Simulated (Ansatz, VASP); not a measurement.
NaCl in VASP and in Ansatz

Contents of INCAR:

```
SYSTEM = NaCl
PREC     = Accurate       ! precision mode
ENCUT    = 520            ! plane-wave cutoff, eV
EDIFF    = 1E-6           ! SCF threshold, eV
ISMEAR   = 0              ! smearing method
SIGMA    = 0.02           ! smearing width, eV
LREAL    = .FALSE.        ! projectors in reciprocal space
LASPH    = .TRUE.         ! aspherical terms in the spheres
NELM     = 100            ! most SCF steps
ALGO     = Normal         ! electronic algorithm
ISIF     = 2              ! what is computed and relaxed
LWAVE    = .FALSE.        ! write WAVECAR
LCHARG   = .FALSE.        ! write CHGCAR
GGA      = PE             ! functional
NBANDS   = 14             ! bands
```

The input KPOINTS:

```
Automatic mesh
0
G
  8 8 8
  0 0 0
```

File POSCAR:

```
NaCl
1.0
    0.0000000000      2.9093116325      2.9093116325
    2.9093116325      0.0000000000      2.9093116325
    2.9093116325      2.9093116325      0.0000000000
Na Cl
1 1
Direct
    0.0000000000      0.0000000000      0.0000000000
    0.5000000000      0.5000000000      0.5000000000
```

Input for Ansatz:

```yaml
crystal:
  lattice:
    - [0.0, 2.9093116325, 2.9093116325]
    - [2.9093116325, 0.0, 2.9093116325]
    - [2.9093116325, 2.9093116325, 0.0]
  atoms:
    - { symbol: Na, position: [0.0, 0.0, 0.0] }
    - { symbol: Cl, position: [0.5, 0.5, 0.5] }
basis:
  ecutwfc: 420
kpoints:
  mp_grid: { grid: [8, 8, 8] }
hamiltonian:
  xc: pbe
scf:
  occupations: { method: gaussian, width: 0.02 }
output:
  forces: true
  stress: true
  eigenvalues: true
```

Alike in both runs: task single point; functional PBE; k mesh 8 × 8 × 8; occupations gaussian, width 0.02 eV; no spin polarisation.

|  | VASP | Ansatz |
| --- | --- | --- |
| version | VASP 6.6.1 | Ansatz 0.2.0 |
| potentials or method | VASP PAW PBE potentials, release 64 (Na_pv, Cl), cutoff 520 eV | scalar-relativistic, plane waves, PAW |
| valence electrons in the cell | 14 | 16 |

```csv
,VASP,Ansatz,Ansatz less VASP
gap on the k mesh at the Fermi level (eV),4.77,4.77,0.000
least direct gap on the mesh (eV),4.77,4.77,0.000
pressure (GPa),-1.3,-1.3,+0.03
```

VASP's potentials hold 14 valence electrons a cell and Ansatz's 16, so a difference there can come from the potentials and not from the codes.
